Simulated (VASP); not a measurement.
La: single point with LDA

La:

```
La
1.0
     3.18648    0.00000    0.00000
    -1.59324    2.75957    0.00000
     0.00000    0.00000    5.41480
La
2
Direct
  0.33333 0.66667 0.25000
  0.66667 0.33333 0.75000
```

```
Program             : VASP 6.6.1
Task                : single point
Functional          : LDA
Potentials or basis : VASP PAW LDA potentials, release 64 (La)
Cutoff              : 520 eV
k mesh              : 13 × 13 × 7
Occupations         : fermi-dirac, width 0.05 eV
Spin                : no spin polarisation
```

| Item | Value |
| --- | --- |
| Pressure | 13.9 GPa |
| Band gap on the k mesh | zero (band 11 reaches 13.82 eV, above the bottom of band 12 at 11.73 eV) |

Stress tensor (GPa, compression positive):
```
14.33  0.00  0.00
 0.00 14.33  0.00
 0.00  0.00 12.96
```

Levels at points of the mesh, in eV from the Fermi level:
| k point | band 8 | band 9 | band 10 | band 11 | band 12 | band 13 | band 14 | band 15 |
| --- | --- | --- | --- | --- | --- | --- | --- | --- |
| (0.00, 0.00, 0.00) | -13.90 | -2.00 | -1.96 | 0.65 | 1.63 | 1.63 | 1.64 | 1.77 |

Run time: 90 s on 1 thread of Intel(R) Xeon(R) Platinum 8375C CPU @ 2.90GHz (Ice Lake), on a shared host, peak memory 0.2 GiB.

Caveat: spin-orbit coupling is left out, which moves the levels of the heavy elements.
